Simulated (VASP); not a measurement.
# CsCl (Pm-3m) in VASP: further runs

The runs below take CsCl through single point, with r2SCAN.

All numbers are computed with VASP 6.6.1; they aren't measurements. Logs are shortened: lines on timing, memory, paths and dates and some standing lists are left out, and cuts for length are marked.

## Step 1: The cell of the first run

It takes space group Pm-3m (No. 221, cubic). The conventional cell has a = 4.137 Å, b = 4.137 Å, c = 4.137 Å, α = 90.00°, β = 90.00°, γ = 90.00°. Within 4.7 Å of Cs (site symmetry m-3m) lie 8 Cl at 3.58 Å and 6 Cs at 4.14 Å. Within 4.7 Å of Cl (site symmetry m-3m) lie 8 Cs at 3.58 Å and 6 Cl at 4.14 Å.

## Step 2: Single point, r2SCAN

Contents of POSCAR:

```
CsCl
1.0
    4.1368323970      0.0000000000      0.0000000000
    0.0000000000      4.1368323970      0.0000000000
    0.0000000000      0.0000000000      4.1368323970
Cs Cl
1 1
Direct
    0.0000000000      0.0000000000      0.0000000000
    0.5000000000      0.5000000000      0.5000000000
```

Contents of INCAR.step1:

```
SYSTEM = CsCl
ALGO = Normal
EDIFF = 1E-5
ENCUT = 550
GGA = PE
GGA_COMPAT = .FALSE.
ISMEAR = 0
LASPH = .TRUE.
LCHARG = .FALSE.
LREAL = .FALSE.
LWAVE = .TRUE.
NBANDS = 15
NELM = 120
PREC = Accurate
SIGMA = 0.01
```

Contents of INCAR.step2:

```
SYSTEM = CsCl
ALGO = Normal
EDIFF = 1E-6
ENCUT = 550
GGA_COMPAT = .FALSE.
ISIF = 2
ISMEAR = 0
ISTART = 1
LASPH = .TRUE.
LCHARG = .TRUE.
LELF = .TRUE.
LMIXTAU = .TRUE.
LREAL = .FALSE.
LVHAR = .TRUE.
LWAVE = .FALSE.
METAGGA = R2SCAN
NBANDS = 15
NELM = 120
PREC = Accurate
SIGMA = 0.01
```

Contents of KPOINTS:

```
k-points
0
G
  6 6 6
  0 0 0
```

Potentials or basis: VASP PAW PBE potentials, release 64 (Cs_sv, Cl).

Started as:

```bash
$ cat potpaw_PBE.64/Cs_sv/POTCAR potpaw_PBE.64/Cl/POTCAR > POTCAR
$ cp INCAR.step1 INCAR
$ mpirun -np 1 vasp_std > vasp.out
$ cp INCAR.step2 INCAR
$ mpirun -np 1 vasp_std > vasp.out
```

OUTCAR:

```text
SYSTEM = CsCl
   EDIFF = 1E-6
   ENCUT = 550
   ISIF = 2
   ISMEAR = 0
   ISTART = 1
   LASPH = .TRUE.
   LREAL = .FALSE.
   METAGGA = R2SCAN
   NELM = 120
   PREC = Accurate

 ion  position               nearest neighbor table
   1  0.000  0.000  0.000-
   2  0.500  0.500  0.500-

  LATTYP: Found a simple cubic cell.
 ALAT       =     4.1368323970

  Lattice vectors:

 A1 = (   4.1368323970,   0.0000000000,   0.0000000000)
 A2 = (   0.0000000000,   4.1368323970,   0.0000000000)
 A3 = (   0.0000000000,   0.0000000000,   4.1368323970)

Analysis of symmetry for initial positions (statically):
=====================================================================
 Subroutine PRICEL returns:
 Original cell was already a primitive cell.

 Routine SETGRP: Setting up the symmetry group for a
 simple cubic supercell.

 Subroutine GETGRP returns: Found 48 space group operations
 (whereof 48 operations were pure point group operations)
 out of a pool of 48 trial point group operations.

The static configuration has the point symmetry O_h .

Analysis of symmetry for dynamics (positions and initial velocities):
=====================================================================
 Subroutine PRICEL returns:
 Original cell was already a primitive cell.

 Routine SETGRP: Setting up the symmetry group for a
 simple cubic supercell.

 Subroutine GETGRP returns: Found 48 space group operations
 (whereof 48 operations were pure point group operations)
 out of a pool of 48 trial point group operations.

The dynamic configuration has the point symmetry O_h .

 Subroutine INISYM returns: Found 48 space group operations
 (whereof 48 operations are pure point group operations),
 and found     1 'primitive' translations

----------------------------------------------------------------------------------------

                                     Primitive cell

  volume of cell :      70.7952

  direct lattice vectors                    reciprocal lattice vectors
     4.136832397  0.000000000  0.000000000     0.241730847  0.000000000  0.000000000
     0.000000000  4.136832397  0.000000000     0.000000000  0.241730847  0.000000000
     0.000000000  0.000000000  4.136832397     0.000000000  0.000000000  0.241730847

  length of vectors
     4.136832397  4.136832397  4.136832397     0.241730847  0.241730847  0.241730847

  position of ions in fractional coordinates (direct lattice)
     0.000000000  0.000000000  0.000000000
     0.500000000  0.500000000  0.500000000

  ion indices of the primitive-cell ions
   primitive index   ion index
                 1           1
                 2           2

----------------------------------------------------------------------------------------

 KPOINTS: k-points

Automatic generation of k-mesh.
 Grid dimensions read from file:
 generate k-points for:    6    6    6

 Generating k-lattice:

  Cartesian coordinates                     Fractional coordinates (reciprocal lattice)
     0.040288475  0.000000000  0.000000000     0.166666667  0.000000000  0.000000000
     0.000000000  0.040288475  0.000000000     0.000000000  0.166666667  0.000000000
     0.000000000  0.000000000  0.040288475     0.000000000  0.000000000  0.166666667

  Length of vectors
     0.040288475  0.040288475  0.040288475

  Shift w.r.t. Gamma in fractional coordinates (k-lattice)
     0.000000000  0.000000000  0.000000000

 Subroutine IBZKPT returns following result:
 ===========================================

 Found     20 irreducible k-points:

 Following reciprocal coordinates:
            Coordinates               Weight
  0.000000  0.000000  0.000000      1.000000
  0.166667  0.000000  0.000000      6.000000
  0.333333  0.000000  0.000000      6.000000
  0.500000  0.000000  0.000000      3.000000
  0.166667  0.166667  0.000000     12.000000
  0.333333  0.166667  0.000000     24.000000
[... 12 lines left out ...]
  0.500000  0.500000  0.333333      6.000000
  0.500000  0.500000  0.500000      1.000000
   k-points           NKPTS =     20   k-points in BZ     NKDIM =     20   number of bands    NBANDS=     15
   number of dos      NEDOS =    301   number of ions     NIONS =      2
   total plane-waves  NPLWV =  32768
   dimension x,y,z NGX =    32 NGY =   32 NGZ =   32
   dimension x,y,z NGXF=    64 NGYF=   64 NGZF=   64
   ions per type =               1   1
   NGX,Y,Z   is equivalent  to a cutoff of  12.86, 12.86, 12.86 a.u.
   NGXF,Y,Z  is equivalent  to a cutoff of  25.72, 25.72, 25.72 a.u.
 SYSTEM =  CsCl
   PREC   = accura    normal or accurate (medium, high low for compatibility)
   ISTART =      1    job   : 0-new  1-cont  2-samecut
   ICHARG =      0    charge: 1-file 2-atom 10-const
   ISPIN  =      1    spin polarized calculation?
   LNONCOLLINEAR =      F non collinear calculations
   LSORBIT =      F    spin-orbit coupling
   LASPH  =      T    aspherical Exc in radial PAW
   ENCUT  =  550.0 eV  40.42 Ry    6.36 a.u.   7.91  7.91  7.91*2*pi/ulx,y,z
   NELM   =    120;   NELMIN=  2; NELMDL=  0     # of ELM steps
   EDIFF  = 0.1E-05   stopping-criterion for ELM
   LREAL  =      F    real-space projection
   EDIFFG = 0.1E-04   stopping-criterion for IOM
   NSW    =      0    number of steps for IOM
   IBRION =     -1    ionic relax: 0-MD 1-quasi-New 2-CG
   NFREE  =      0    steps in history (QN), initial steepest desc. (CG)
   ISIF   =      2    stress and relaxation
   ISYM   =      2    0-nonsym 1-usesym 2-fastsym
   POTIM  = 0.5000    time-step for ionic-motion
   TEBEG  =    0.0;   TEEND  =   0.0 temperature during run
   PSTRESS=    0.0 pullay stress
   NELECT =      16.0000    total number of electrons
   NUPDOWN=      -1.0000    fix difference up-down
   EMIN   =  10.00;   EMAX   =-10.00  energy-range for DOS
   EFERMI =   0.00;   METHOD = LEGACY
   ISMEAR =     0;   SIGMA  =   0.01  broadening in eV -4-tet -1-fermi 0-gaus
   EFERMI_NEDOS =   21; number of points for ismear=-14 and -15
   IALGO  =     38    algorithm
   IMIX   =      4    mixing-type and parameters
     AMIX     =   0.40;   BMIX     =  1.00
     AMIX_MAG =   1.60;   BMIX_MAG =  1.00
  volume/ion in A,a.u.               =      35.40       238.87
  Fermi-wavevector in a.u.,A,eV,Ry     =   0.997195  1.884426 13.529613  0.994399
  Thomas-Fermi vector in A             =   2.129335
   LORBIT       =      0    0 simple, 1 ext, 2 COOP (PROOUT), +10 PAW based schemes
   METAGGA = R2SCAN    functional components
   LHFCALC =     F    Hartree Fock is set to
   AEXX    =    0.0000 exact exchange contribution
   IVDW    =     0    specifies the selected vdW correction
   LEPSILON=     F    determine dielectric tensor
   LRPA    =     F    only Hartree local field effects (RPA)
 non-spin polarized calculation
 Gauss-broadening in eV      SIGMA  =   0.01
  energy-cutoff  :      550.00
  volume of cell :       70.80
 maximum number of plane-waves:      2103
 NGX is ok and might be reduce to    32
   NGX = 15   NGY = 15   NGZ = 15

 number of electron      16.0000002 magnetization

 Free energy of the ion-electron system (eV)
  ---------------------------------------------------
  ext. energy  EPLUGINS =         0.00000000
  ---------------------------------------------------
  free energy    TOTEN  =       -35.52507124 eV

  energy without entropy =      -35.52507124  energy(sigma->0) =      -35.52507124

 E-fermi :  -0.6438     XC(G=0):  -8.6241

 val. band max:       -0.7410818957   @ k =   0.0000   0.0000   0.0000
 cond. band min:       5.1662348357   @ k =   0.0000   0.0000   0.0000
 fundamental gap:      5.9073167314
 Fermi energy:        -0.6438063264

 k-point     1 :       0.0000    0.0000    0.0000
  band No.  band energies     occupation
      1     -20.6415      2.00000
      2     -13.4558      2.00000
      3      -6.7573      2.00000
      4      -6.7573      2.00000
      5      -6.7573      2.00000
      6      -0.7411      2.00000
      7      -0.7411      2.00000
      8      -0.7411      2.00000
      9       5.1662      0.00000
     10       5.1662      0.00000
     11       5.2671      0.00000
     12       9.9695      0.00000
     13       9.9695      0.00000
     14       9.9695      0.00000
     15      13.1081      0.00000

 k-point     2 :       0.1667    0.0000    0.0000
  band No.  band energies     occupation
      1     -20.6208      2.00000
      2     -13.4656      2.00000
      3      -6.9017      2.00000
      4      -6.7235      2.00000
      5      -6.7235      2.00000
      6      -1.0704      2.00000
      7      -0.7958      2.00000
      8      -0.7958      2.00000
      9       5.3544      0.00000
     10       5.7585      0.00000
     11       5.9536      0.00000
     12       9.7515      0.00000
     13       9.7515      0.00000
     14      10.1277      0.00000
     15      11.6800      0.00000

 k-point     3 :       0.3333    0.0000    0.0000
  band No.  band energies     occupation
      1     -20.5788      2.00000
      2     -13.4878      2.00000
      3      -7.1612      2.00000
      4      -6.6540      2.00000
      5      -6.6540      2.00000
      6      -1.6273      2.00000
      7      -0.9098      2.00000
      8      -0.9098      2.00000
      9       5.8428      0.00000
     10       6.8905      0.00000
     11       7.6834      0.00000
     12       9.4884      0.00000
     13       9.4884      0.00000
     14       9.9441      0.00000
     15      10.5186      0.00000
[... 271 lines left out ...]
 k-point    19 :       0.5000    0.5000    0.3333
  band No.  band energies     occupation
      1     -20.4369      2.00000
      2     -13.3132      2.00000
      3      -7.3456      2.00000
      4      -7.3456      2.00000
      5      -7.1097      2.00000
      6      -1.6558      2.00000
      7      -1.6558      2.00000
      8      -1.5952      2.00000
      9       7.7297      0.00000
     10       8.1972      0.00000
     11       8.1972      0.00000
     12       8.6548      0.00000
     13      10.9440      0.00000
     14      10.9440      0.00000
     15      12.2378      0.00000

 k-point    20 :       0.5000    0.5000    0.5000
  band No.  band energies     occupation
      1     -20.4200      2.00000
      2     -13.2929      2.00000
      3      -7.2834      2.00000
      4      -7.2834      2.00000
      5      -7.2834      2.00000
      6      -1.8164      2.00000
      7      -1.8164      2.00000
      8      -1.8164      2.00000
      9       8.3958      0.00000
     10       8.3958      0.00000
     11       8.3958      0.00000
     12      10.5160      0.00000
     13      10.5160      0.00000
     14      10.5160      0.00000
     15      12.2946      0.00000

------------------------ aborting loop because EDIFF is reached ----------------------------------------

  FORCE on cell =-STRESS in cart. coord.  units (eV):
  Direction    XX          YY          ZZ          XY          YZ          ZX
  --------------------------------------------------------------------------------------
  -------------------------------------------------------------------------------------
  Total        0.0379961      0.0379961      0.0379961      0.0000000     -0.0000000     -0.0000000
  in kB        0.8598954      0.8598954      0.8598954      0.0000000     -0.0000000     -0.0000000
  external PRESSURE =       0.8598954 kB  Pullay stress =       0.0000000 kB

 VOLUME and BASIS-vectors are now :
 -----------------------------------------------------------------------------
  energy-cutoff  :      550.00
  volume of cell :       70.80
      direct lattice vectors                 reciprocal lattice vectors
     4.136832397  0.000000000  0.000000000     0.241730847  0.000000000  0.000000000
     0.000000000  4.136832397  0.000000000     0.000000000  0.241730847  0.000000000
     0.000000000  0.000000000  4.136832397     0.000000000  0.000000000  0.241730847

 POSITION                                       TOTAL-FORCE (eV/Angst)
 -----------------------------------------------------------------------------------
      0.00000      0.00000      0.00000         0.000000      0.000000      0.000000
      2.06842      2.06842      2.06842         0.000000      0.000000      0.000000
 -----------------------------------------------------------------------------------
    total drift:                                0.000000      0.000000     -0.000000

  FREE ENERGIE OF THE ION-ELECTRON SYSTEM (eV)
  ---------------------------------------------------
  free  energy   TOTEN  =       -35.5250712392 eV

  energy  without entropy=      -35.5250712392  energy(sigma->0) =      -35.52507124
```

It took 72 s on 1 thread of Intel Xeon 8259CL, shared host; peak memory 0.19 GiB.

What came out:

```
Free energy            : -35.5251 eV
Pressure               : 0.1 GPa
Band gap on the k mesh : 5.91 eV
```

Levels at points of the mesh, in eV from the valence-band top:
```tsv
k point	band 6	band 7	band 8	band 9	band 10	band 11
(0.00, 0.00, 0.00)	0.00	0.00	0.00	5.91	5.91	6.01
(0.50, 0.00, 0.00)	-1.13	-0.23	-0.23	6.94	8.26	9.59
(0.50, 0.50, 0.00)	-0.43	-0.43	-0.06	6.55	6.64	8.62
(0.50, 0.50, 0.50)	-1.08	-1.08	-1.08	9.14	9.14	9.14
```

Caveat: the PAW data sets were made with another functional, which shifts forces and pressure a little; spin-orbit coupling is left out, which moves the levels of the heavy elements. A k mesh can miss the band edges.

## Step 3: Single point, r2SCAN (36.46 Å³/atom)

This run uses another cell than the first one, of 36.46 Å³/atom.

Contents of POSCAR:

```
CsCl
1.0
    4.1777937975      0.0000000000      0.0000000000
    0.0000000000      4.1777937975      0.0000000000
    0.0000000000      0.0000000000      4.1777937975
Cs Cl
1 1
Direct
    0.0000000000      0.0000000000      0.0000000000
    0.5000000000      0.5000000000      0.5000000000
```

INCAR.step1 is that of step 2.

INCAR.step2: that of step 2 with these lines changed.

```diff
@@ -9,7 +9,5 @@
 LASPH = .TRUE.
-LCHARG = .TRUE.
-LELF = .TRUE.
+LCHARG = .FALSE.
 LMIXTAU = .TRUE.
 LREAL = .FALSE.
-LVHAR = .TRUE.
 LWAVE = .FALSE.
```

KPOINTS is that of step 2.

Potentials or basis: VASP PAW PBE potentials, release 64 (Cs_sv, Cl).

Started as:

```bash
$ cat potpaw_PBE.64/Cs_sv/POTCAR potpaw_PBE.64/Cl/POTCAR > POTCAR
$ cp INCAR.step1 INCAR
$ mpirun -np 1 vasp_std > vasp.out
$ cp INCAR.step2 INCAR
$ mpirun -np 1 vasp_std > vasp.out
```

Wall time 83 s (1 thread of Intel Xeon 8259CL, shared host); peak memory 0.19 GiB.

Results (log left out):

```
Free energy            : -35.5231 eV
Pressure               : -0.4 GPa
Band gap on the k mesh : 5.86 eV
```

Levels at points of the mesh, in eV from the valence-band top:
```tsv
k point	band 5	band 6	band 7	band 8	band 9	band 10	band 11	band 12
(0.00, 0.00, 0.00)	-6.08	0.00	0.00	0.00	5.86	5.93	5.93	10.60
(0.50, 0.00, 0.00)	-5.95	-1.07	-0.20	-0.20	6.93	8.11	9.39	9.88
(0.50, 0.50, 0.00)	-5.88	-0.42	-0.42	-0.04	6.52	6.61	8.59	8.59
(0.50, 0.50, 0.50)	-6.57	-1.00	-1.00	-1.00	9.01	9.01	9.01	11.08
```

Caveat: the PAW data sets were made with another functional, which shifts forces and pressure a little; spin-orbit coupling is left out, which moves the levels of the heavy elements.

(Part 1 of 2 ends here.)
